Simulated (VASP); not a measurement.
Here is a VASP 6.6.1 calculation.

File INCAR:

```
ALGO = Normal
EDIFF = 1E-7
ENCUT = 520
GGA = PE
ISIF = 2
ISMEAR = 0
LASPH = True
LCHARG = False
LREAL = False
LWAVE = False
NBANDS = 13
NELM = 100
PREC = Accurate
SIGMA = 0.15
```

KPOINTS

```
k-points
0
Gamma
  20 20 20
```

Contents of POSCAR:

```
Ru
1.0
   -0.1000169121      1.8312620328      1.8312620328
    1.8312620328     -0.1000169121      1.8312620328
    1.8312620328      1.8312620328     -0.1000169121
Ru
1
Direct
    0.0000000000      0.0000000000      0.0000000000
```

Potentials or basis: VASP PAW PBE potentials, release 64 (Ru_pv).

Command:

```console
$ cat potpaw_PBE.64/Ru_pv/POTCAR > POTCAR
$ mpirun -np 1 vasp_std > vasp.out
```

**Question.** What does it give for the pressure?

**Answer.** 16.4 GPa.

**Question.** What does it give for the band gap on the k mesh?

**Answer.** Zero (band 7 reaches 15.42 eV, above the bottom of band 8 at 11.66 eV).

Stress tensor (GPa, compression positive):
```
16.37 14.71 14.71
14.71 16.37 14.71
14.71 14.71 16.37
```
